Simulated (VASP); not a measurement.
Input of a VASP 6.6.1 run:

POSCAR

```
BN
1.0
    0.0000000000      1.7866329734      1.7866329734
    1.7866329734      0.0000000000      1.7866329734
    1.7866329734      1.7866329734      0.0000000000
B N
1 1
Direct
    0.0000000000      0.0000000000      0.0000000000
    0.2500000000      0.2500000000      0.2500000000
```

INCAR.step1

```
PREC = Accurate
ENCUT = 1460
ISMEAR = 0
SIGMA = 0.02
LREAL = False
LASPH = True
NELM = 120
NBANDS = 11
GGA = PE
ALGO = Normal
EDIFF = 1E-5
LWAVE = True
LCHARG = False
GGA_COMPAT = False
```

The input INCAR.step2:

```
PREC = Accurate
ENCUT = 1460
EDIFF = 1E-6
ISMEAR = 0
SIGMA = 0.02
LREAL = False
LASPH = True
NELM = 120
ALGO = Normal
ISIF = 2
LWAVE = False
LCHARG = True
METAGGA = R2SCAN
LMIXTAU = True
LELF = True
LVHAR = True
NBANDS = 11
ISTART = 1
GGA_COMPAT = False
```

KPOINTS

```
Automatic mesh
0
Gamma
  12 12 12
```

Potentials or basis: VASP PAW PBE potentials, release 64 (B_h, N_h).

The run is started by

```console
$ cat potpaw_PBE.64/B_h/POTCAR potpaw_PBE.64/N_h/POTCAR > POTCAR
$ cp INCAR.step1 INCAR
$ mpirun -np 1 vasp_std > vasp.out
$ cp INCAR.step2 INCAR
$ mpirun -np 1 vasp_std > vasp.out
```

(1) Predict the band gap on the k mesh.

(2) What does it give for the pressure?

Answers

(1) 5.04 eV (least direct gap 9.72 eV).

(2) 12.1 GPa.

Caveat: the cell stands under pressure; the PAW data sets were made with another functional, which shifts forces and pressure a little.
